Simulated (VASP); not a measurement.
# LiF (Fm-3m) in VASP: dielectric tensor with PBE

Aim: the dielectric tensor of LiF with PBE.

Program: VASP 6.6.1. These are calculated values, not measurements. Logs are shortened: lines on timing, memory, paths and dates and some standing lists are left out, and cuts for length are marked.

## (1) The cell of the first run

Symmetry: Fm-3m, No. 225, cubic system. The conventional cell has a = 3.990 Å, b = 3.990 Å, c = 3.990 Å, α = 90.00°, β = 90.00°, γ = 90.00°. Within 2.6 Å of Li (site symmetry m-3m) lie 6 F at 1.99 Å. Within 2.6 Å of F (site symmetry m-3m) lie 6 Li at 1.99 Å.

## (2) Dielectric tensor, PBE

Input file INCAR:

```
SYSTEM = LiF
  ALGO = Normal
  EDIFF = 1E-8
  ENCUT = 520
  GGA = PE
  ISIF = 2
  ISMEAR = 0
  LASPH = .True.
  LCHARG = .False.
  LEPSILON = .True.
  LREAL = .False.
  LWAVE = .False.
  NELM = 60
  PREC = Accurate
  SIGMA = 0.01
```

Input file KPOINTS:

```
k-points
0
Gamma
  10 10 10
  0 0 0
```

Input file POSCAR:

```
LiF
1.0
    0.0000000000      1.9948691892      1.9948691892
    1.9948691892      0.0000000000      1.9948691892
    1.9948691892      1.9948691892      0.0000000000
Li F
1 1
Direct
    0.0000000000      0.0000000000      0.0000000000
    0.5000000000      0.5000000000      0.5000000000
```

Potentials or basis: VASP PAW PBE potentials, release 64 (Li_sv, F).

On the command line:

```sh
$ cat potpaw_PBE.64/Li_sv/POTCAR potpaw_PBE.64/F/POTCAR > POTCAR
$ mpirun -np 1 vasp_std > vasp.out
```

OUTCAR:

```text
SYSTEM = LiF
   EDIFF = 1E-8
   ENCUT = 520
   GGA = PE
   ISIF = 2
   ISMEAR = 0
   LASPH = .True.
   LEPSILON = .True.
   LREAL = .False.
   NELM = 60
   PREC = Accurate

 ion  position               nearest neighbor table
   1  0.000  0.000  0.000-   2 1.99   2 1.99   2 1.99   2 1.99   2 1.99   2 1.99
   2  0.500  0.500  0.500-   1 1.99   1 1.99   1 1.99   1 1.99   1 1.99   1 1.99

  LATTYP: Found a face centered cubic cell.
 ALAT       =     3.9897383784

  Lattice vectors:

 A1 = (   0.0000000000,   1.9948691892,   1.9948691892)
 A2 = (   1.9948691892,   0.0000000000,   1.9948691892)
 A3 = (   1.9948691892,   1.9948691892,   0.0000000000)

Analysis of symmetry for initial positions (statically):
=====================================================================
 Subroutine PRICEL returns:
 Original cell was already a primitive cell.

 Routine SETGRP: Setting up the symmetry group for a
 face centered cubic supercell.

 Subroutine GETGRP returns: Found 48 space group operations
 (whereof 48 operations were pure point group operations)
 out of a pool of 48 trial point group operations.

The static configuration has the point symmetry O_h .

Analysis of symmetry for dynamics (positions and initial velocities):
=====================================================================
 Subroutine PRICEL returns:
 Original cell was already a primitive cell.

 Routine SETGRP: Setting up the symmetry group for a
 face centered cubic supercell.

 Subroutine GETGRP returns: Found 48 space group operations
 (whereof 48 operations were pure point group operations)
 out of a pool of 48 trial point group operations.

The dynamic configuration has the point symmetry O_h .

 Subroutine INISYM returns: Found 48 space group operations
 (whereof 48 operations are pure point group operations),
 and found     1 'primitive' translations

----------------------------------------------------------------------------------------

                                     Primitive cell

  volume of cell :      15.8772

  direct lattice vectors                    reciprocal lattice vectors
     0.000000000  1.994869189  1.994869189    -0.250643001  0.250643001  0.250643001
     1.994869189  0.000000000  1.994869189     0.250643001 -0.250643001  0.250643001
     1.994869189  1.994869189  0.000000000     0.250643001  0.250643001 -0.250643001

  length of vectors
     2.821171063  2.821171063  2.821171063     0.434126412  0.434126412  0.434126412

  position of ions in fractional coordinates (direct lattice)
     0.000000000  0.000000000  0.000000000
     0.500000000  0.500000000  0.500000000

  ion indices of the primitive-cell ions
   primitive index   ion index
                 1           1
                 2           2

----------------------------------------------------------------------------------------

 KPOINTS: k-points

Automatic generation of k-mesh.
 Grid dimensions read from file:
 generate k-points for:   10   10   10

 Generating k-lattice:

  Cartesian coordinates                     Fractional coordinates (reciprocal lattice)
    -0.025064300  0.025064300  0.025064300     0.100000000  0.000000000  0.000000000
     0.025064300 -0.025064300  0.025064300     0.000000000  0.100000000  0.000000000
     0.025064300  0.025064300 -0.025064300     0.000000000  0.000000000  0.100000000

  Length of vectors
     0.043412641  0.043412641  0.043412641

  Shift w.r.t. Gamma in fractional coordinates (k-lattice)
     0.000000000  0.000000000  0.000000000

 Subroutine IBZKPT returns following result:
 ===========================================

 Found     47 irreducible k-points:

 Following reciprocal coordinates:
            Coordinates               Weight
[... 72 lines left out ...]
   LEPSILON=     T    determine dielectric tensor
   LRPA    =     F    only Hartree local field effects (RPA)
 non-spin polarized calculation
 Gauss-broadening in eV      SIGMA  =   0.01
  energy-cutoff  :      520.00
  volume of cell :       15.88
 maximum number of plane-waves:       444
 NGX is ok and might be reduce to    24
   NGX = 11   NGY = 11   NGZ = 11

--------------------------------------- Ionic step        1  -------------------------------------------

 number of electron      10.0000000 magnetization

 number of electron       9.9999997 magnetization

 E-fermi :  -0.6316     XC(G=0): -10.1228

 val. band max:       -0.8421659486   @ k =   0.0000   0.0000   0.0000
 cond. band min:       8.5098963494   @ k =   0.0000   0.0000   0.0000
 fundamental gap:      9.3520622980
 Fermi energy:        -0.6316432794

 k-point     1 :       0.0000    0.0000    0.0000
  band No.  band energies     occupation
      1     -41.6997      2.00000
      2     -20.8959      2.00000
      3      -0.8422      2.00000
      4      -0.8422      2.00000
      5      -0.8422      2.00000
      6       8.5099      0.00000
      7      23.5070      0.00000
      8      23.5070      0.00000
      9      23.5654      0.00000
[... 265 lines left out ...]
 k-point    24 :       0.4000    0.3000    0.0000
  band No.  band energies     occupation
      1     -41.6321      2.00000
      2     -20.3386      2.00000
      3      -3.2480      2.00000
      4      -1.7520      2.00000
      5      -1.6356      2.00000
      6      12.5100      0.00000
      7      16.1259      0.00000
      8      18.0040      0.00000
      9      19.6396      0.00000

 [... further k-points ...]

  FORCE on cell =-STRESS in cart. coord.  units (eV):
  Direction    XX          YY          ZZ          XY          YZ          ZX
  --------------------------------------------------------------------------------------
  -------------------------------------------------------------------------------------
  Total        0.3946880      0.3946880      0.3946880      0.0000000     -0.0000000      0.0000000
  in kB       39.8282479     39.8282479     39.8282479      0.0000000     -0.0000000      0.0000000
  external PRESSURE =      39.8282479 kB  Pullay stress =       0.0000000 kB

 VOLUME and BASIS-vectors are now :
 -----------------------------------------------------------------------------
  energy-cutoff  :      520.00
  volume of cell :       15.88
      direct lattice vectors                 reciprocal lattice vectors
     0.000000000  1.994869189  1.994869189    -0.250643001  0.250643001  0.250643001
     1.994869189  0.000000000  1.994869189     0.250643001 -0.250643001  0.250643001
     1.994869189  1.994869189  0.000000000     0.250643001  0.250643001 -0.250643001

 POSITION                                       TOTAL-FORCE (eV/Angst)
 -----------------------------------------------------------------------------------
      0.00000      0.00000      0.00000         0.000000      0.000000     -0.000000
      1.99487      1.99487      1.99487        -0.000000     -0.000000      0.000000
 -----------------------------------------------------------------------------------
    total drift:                               -0.000000     -0.000000      0.000000

  FREE ENERGIE OF THE ION-ELECTRON SYSTEM (eV)
  ---------------------------------------------------
  free  energy   TOTEN  =        -9.6280439021 eV

  energy  without entropy=       -9.6280439021  energy(sigma->0) =       -9.62804390

 HEAD OF MICROSCOPIC STATIC DIELECTRIC TENSOR (INDEPENDENT PARTICLE, excluding Hartree and local field effects)
 ------------------------------------------------------
           2.085317     0.000000     0.000000
          -0.000000     2.085317     0.000000
          -0.000000    -0.000000     2.085317
 ------------------------------------------------------

 Free energy of the ion-electron system (eV)
  ---------------------------------------------------
  ---------------------------------------------------
  free energy    TOTEN  =        -0.05154187 eV

  energy without entropy =       -0.05154187

------------------------ aborting loop because EDIFF is reached ----------------------------------------

--------------------------------------- Ionic step        2  -------------------------------------------

------------------------ aborting loop because EDIFF is reached ----------------------------------------

--------------------------------------- Ionic step        3  -------------------------------------------

 Free energy of the ion-electron system (eV)
  ---------------------------------------------------
  ---------------------------------------------------
  free energy    TOTEN  =        -0.05154189 eV

  energy without entropy =       -0.05154189

------------------------ aborting loop because EDIFF is reached ----------------------------------------

 PIEZOELECTRIC TENSOR FIELD DIRECTION 3  (e Angst)
 -----------------------------------------------------------------------------
    -0.00018  0.00000  0.00000           ( -0.00001  0.00000  0.00000)
     0.00000 -0.00018  0.00000           (  0.00000 -0.00001  0.00000)
    -0.00000 -0.00000 -0.00005           (  0.00000  0.00000 -0.00001)

 PIEZOELECTRIC TENSOR FIELD DIRECTION 3  (C/m^2)
 -----------------------------------------------------------------------------
    -0.00018  0.00000  0.00000
     0.00000 -0.00018  0.00000
    -0.00000 -0.00000 -0.00005

 MACROSCOPIC STATIC DIELECTRIC TENSOR (including local field effects in DFT)
 ------------------------------------------------------
           2.065595    -0.000000    -0.000000
          -0.000000     2.065595     0.000000
          -0.000000    -0.000000     2.065595
 ------------------------------------------------------

 PIEZOELECTRIC TENSOR (including local field effects)  for field in x, y, z        (e  Angst)
          XX          YY          ZZ          XY          YZ          ZX
  --------------------------------------------------------------------------------
  x     0.00000     0.00000     0.00000     0.00000     0.00000     0.00000
  y     0.00000     0.00000     0.00000     0.00000     0.00000     0.00000
  z     0.00000     0.00000     0.00000     0.00000     0.00000     0.00000

 PIEZOELECTRIC TENSOR (including local field effects)  for field in x, y, z        (C/m^2)
          XX          YY          ZZ          XY          YZ          ZX
  --------------------------------------------------------------------------------
  x     0.00000     0.00000     0.00000     0.00000     0.00000     0.00000
  y     0.00000     0.00000     0.00000     0.00000     0.00000     0.00000
  z     0.00000     0.00000     0.00000     0.00000     0.00000     0.00000

 BORN EFFECTIVE CHARGES (including local field effects) (in |e|, cummulative output)
 ---------------------------------------------------------------------------------
 ion    1
    1     1.04683     0.00000     0.00000
    2     0.00000     1.04683     0.00000
    3     0.00000     0.00000     1.04683
 ion    2
    1    -1.04683     0.00000     0.00000
    2     0.00000    -1.04683     0.00000
    3     0.00000     0.00000    -1.04683
```

Wall time 72 s (1 thread of Intel Xeon Platinum 8488C (Sapphire Rapids), shared host); peak memory 0.16 GiB.

Results:

- Band gap on the k mesh: 9.35 eV
- Electronic dielectric tensor (diagonal): 2.07
- Born charges (mean of the diagonal): Li +1.05; F -1.05 e

Levels at points of the mesh, in eV from the valence-band top:
```csv
k point,band 1,band 2,band 3,band 4,band 5,band 6,band 7,band 8,band 9
"(0.00, 0.00, 0.00)",-40.86,-20.05,0.00,0.00,0.00,9.35,24.35,24.35,24.37
"(0.50, 0.00, 0.00)",-40.79,-19.60,-2.60,-0.24,-0.24,10.92,17.08,19.13,19.13
"(0.50, 0.50, 0.00)",-40.77,-19.31,-3.13,-1.04,-1.04,15.08,16.61,17.80,20.58
```

Electronic dielectric tensor:
```
2.07 0.00 0.00
0.00 2.07 0.00
0.00 0.00 2.07
```

Born effective charge tensors (e):
atom 1, Li
```
1.05 0.00 0.00
0.00 1.05 0.00
0.00 0.00 1.05
```
atom 2, F
```
-1.05  0.00  0.00
 0.00 -1.05  0.00
 0.00  0.00 -1.05
```

Caveat: the cutoff is under 1.25 times the usual one of these potentials, so pressure, stress and relaxed cells hold a basis-set (Pulay) error.
